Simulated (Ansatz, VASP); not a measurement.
**Nb in VASP and in Ansatz**

```xyz
1
Lattice="-1.7048 1.7048 1.7048 1.7048 -1.7048 1.7048 1.7048 1.7048 -1.7048" Properties=species:S:1:pos:R:3 pbc="T T T"
Nb    0.0000    0.0000    0.0000
```

Alike in both runs: task single point; functional revPBE; k mesh 22 × 22 × 22; occupations fermi-dirac, width 0.1 eV; no spin polarisation.

|  | VASP | Ansatz |
| --- | --- | --- |
| version | VASP 6.6.1 | Ansatz 0.2.0 |
| potentials or method | VASP PAW PBE potentials, release 64 (Nb_sv), cutoff 520 eV | plane waves (420 eV) with PAW, scalar-relativistic |
| valence electrons in the cell | 13 | 13 |

```tsv
	VASP	Ansatz	Ansatz less VASP
pressure (GPa)	-11.0	-10.7	+0.27
```

VASP's potentials were made for PBE, not for revPBE.
